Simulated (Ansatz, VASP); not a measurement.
**One calculation of Al3Si2B, two programs**

INCAR

```
  ALGO = Normal
  EDIFF = 1E-7
  EDIFFG = -0.04
  ENCUT = 600
  GGA = PE
  IBRION = 2
  ISIF = 3
  ISMEAR = 0
  LASPH = True
  LCHARG = False
  LREAL = False
  LWAVE = False
  NELM = 60
  NSW = 90
  PREC = Accurate
  SIGMA = 0.1
```

The input KPOINTS:

```
k-points
0
Gamma
  4 4 4
```

Contents of POSCAR:

```
Al3Si2B
1.0
    0.0000000000      3.9170505800      3.9689702400
    3.0495921400      0.0000000000      3.9689702400
    3.0495921400      3.9170505800      0.0000000000
Al Si B
3 2 1
Direct
    0.1866663600      0.1866663600      0.8133336400
    0.8133336400      0.8133336400      0.1866663600
    0.5000000000      0.5000000000      0.5000000000
    0.2309823500      0.7690176500      0.7690176500
    0.7690176500      0.2309823500      0.2309823500
    0.0000000000      0.0000000000      0.0000000000
```

Input for Ansatz:

```yaml
crystal:
  lattice:
    - [0.0, 3.91705058, 3.96897024]
    - [3.04959214, 0.0, 3.96897024]
    - [3.04959214, 3.91705058, 0.0]
  atoms:
    - { symbol: Al, position: [0.18666636, 0.18666636, 0.81333364] }
    - { symbol: Al, position: [0.81333364, 0.81333364, 0.18666636] }
    - { symbol: Al, position: [0.5, 0.5, 0.5] }
    - { symbol: Si, position: [0.23098235, 0.76901765, 0.76901765] }
    - { symbol: Si, position: [0.76901765, 0.23098235, 0.23098235] }
    - { symbol: B, position: [0.0, 0.0, 0.0] }
basis:
  ecutwfc: 420
kpoints:
  mp_grid: { grid: [4, 4, 4] }
hamiltonian:
  xc: pbe
scf:
  occupations: { method: gaussian, width: 0.1 }
  lower_state_search: "off"
output:
  forces: true
  stress: true
  eigenvalues: true
relax:
  adjacent_minimum: "off"
  f_tol: 0.04
  max_steps: 70
  cell: { stress_tol: 0.4 }
```

Alike in both runs: task relaxation of cell and atoms; functional PBE; k mesh 4 × 4 × 4; occupations gaussian, width 0.1 eV; no spin polarisation.

|  | VASP | Ansatz |
| --- | --- | --- |
| version | VASP 6.6.1 | Ansatz 0.2.0 |
| potentials or method | VASP PAW PBE potentials, release 64 (Al, Si, B), cutoff 600 eV | scalar-relativistic, plane waves, PAW |
| valence electrons in the cell | 20 | 20 |

|  | VASP | Ansatz | Ansatz less VASP |
| --- | --- | --- | --- |
| gap on the k mesh at the Fermi level, each at its own relaxed structure (eV) | none | none | - |
| relaxed volume (Å³/atom) | 18.61 | 18.68 | +0.079 |
| relaxed length of the cell vector where the two differ most in proportion (Å) | 6.843 | 6.859 | +0.0166 |

A gap of «none» marks a metal or a gap that the smearing closes.

The k mesh is coarse, so the values compare programs but aren't converged. Noted on VASP's run: the volume moved by over 15 % at a fixed basis, so the end points are rough.
